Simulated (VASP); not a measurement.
Here is a VASP 6.6.1 calculation.

INCAR

```
SYSTEM = Zn8PO7
PREC = Accurate ; ENCUT = 520
EDIFF = 1E-7 ; ISMEAR = 1
SIGMA = 0.05 ; LREAL = Auto
LASPH = .True. ; NELM = 150
ALGO = Normal ; ISIF = 2
LWAVE = .False. ; LCHARG = .False.
ISPIN = 2 ; MAGMOM = 0.2 0 0.2 0.2 0 0.2 0 0 0 0 0 0 0 0 0 0.2
LORBIT = 11 ; GGA = PS
NBANDS = 90
```

The input KPOINTS:

```
Automatic mesh
0
Gamma
  2 2 2
  0.5 0.5 0.5
```

POSCAR

```
Zn8PO7
1.0
    6.4598480000      0.0000000000      0.0000000000
    0.0000000000      5.5943930000      0.0000000000
    0.0000000000      0.0000000000      5.2145190000
Zn O P
8 7 1
Direct
    0.2838480000      0.1819970000      0.4853850000
    0.9695610000      0.6367860000      0.5150170000
    0.7531720000      0.1996400000      0.4970640000
    0.4983040000      0.6756790000      0.5022000000
    0.9870380000      0.3229530000      0.9991030000
    0.5008820000      0.3598760000      0.0059590000
    0.2591810000      0.8403140000      0.9959000000
    0.7517650000      0.8349740000      0.9966920000
    0.9910380000      0.3233410000      0.3906720000
    0.2602940000      0.7995290000      0.4074650000
    0.7139910000      0.8271230000      0.3698850000
    0.2456760000      0.1503110000      0.8943730000
    0.0100630000      0.6870830000      0.8521510000
    0.7369200000      0.1643360000      0.8939760000
    0.5107350000      0.6686790000      0.8841110000
    0.5150730000      0.3354130000      0.3910090000
```

Potentials or basis: VASP PAW PBE potentials, release 64 (Zn, O, P).

Command:

```sh
$ cat potpaw_PBE.64/Zn/POTCAR potpaw_PBE.64/O/POTCAR potpaw_PBE.64/P/POTCAR > POTCAR
$ mpirun -np 1 vasp_std > vasp.out
```

Question: Predict the site moments.

Answer: Zn +0.04, +0.01, +0.06, +0.13, +0.00 (each value once); O +0.01, +0.12, +0.03, +0.00, +0.04, +0.05 (each value once); P +0.18 μB.

Question: What does it give for the band gap on the k mesh?

Answer: 0.15 eV.

Forces on the atoms (eV/Å):
```
Zn  -10.371  -6.116   3.661
Zn    0.459   1.520  -1.877
Zn    6.921  -6.259   4.232
Zn   -0.206   2.180   2.729
Zn    0.867   0.398   0.018
Zn   -0.757  -1.288  -3.251
Zn   -0.050  -1.349   0.999
Zn    0.594   0.007   0.230
O     3.002  -0.235  -1.227
O    -3.324   1.950  -1.560
O     3.563   1.550  -0.280
O    -0.184   2.232  -0.903
O    -0.500  -0.777   2.826
O     0.620   0.150  -0.933
O    -0.531   0.964  -0.702
P    -0.103   5.071  -3.962
```

Caveat: the k points lie up to 0.60 Å⁻¹ apart; semilocal functionals underestimate gaps, and a narrow one can read as zero; the PAW data sets were made with another functional, which shifts forces and pressure a little.
